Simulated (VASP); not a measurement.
Write the native input for VASP 6.6.1 that does the following.

```
Task                   : single point
Functional             : LDA
Potentials or basis    : VASP PAW LDA potentials, release 64 (Ir)
Cutoff                 : 520 eV
k mesh                 : 18 × 18 × 10
Occupations            : gaussian, width 0.15 eV
Spin                   : no spin polarisation
Dipole correction      : no
Further INCAR settings : ALGO = Normal; EDIFF = 1e-06; NBANDS = 16
```

The structure of Ir lies in POSCAR:

```
Ir
1.0
    2.7593000000      0.0000000000      0.0000000000
   -1.3796500000      2.3896238966      0.0000000000
    0.0000000000      0.0000000000      4.1523000000
Ir
2
Direct
    0.6666666667      0.3333333333      0.7500000000
    0.3333333333      0.6666666667      0.2500000000
```

This isn't the form of Ir at room conditions, which is fcc.

These files were run (other wordings do the same):

INCAR

```
SYSTEM = Ir
PREC = Accurate ; ENCUT = 520
EDIFF = 1E-6 ; ISMEAR = 0
SIGMA = 0.15 ; LREAL = .False.
LASPH = .True. ; NELM = 80
ALGO = Normal ; ISIF = 2
LWAVE = .False. ; LCHARG = .False.
GGA = CA ; NBANDS = 16
```

KPOINTS

```
regular mesh
0
Gamma
  18 18 10
  0 0 0
```

Potentials or basis: VASP PAW LDA potentials, release 64 (Ir).

Command:

```bash
$ cat potpaw_LDA.64/Ir/POTCAR > POTCAR
$ mpirun -np 1 vasp_std > vasp.out
```

It gave:

```json
{
 "Pressure": "12.5 GPa",
 "Band gap on the k mesh": "zero (bands 9 and 10 overlap by 3.30 eV)"
}
```

Caveat: the stress differs along the axes, from 2 to 33 GPa; spin-orbit coupling is left out, which moves the levels of the heavy elements.

Wall time 110 s on 1 thread of Intel Xeon 8259CL, on a shared host, peak memory 0.2 GiB.
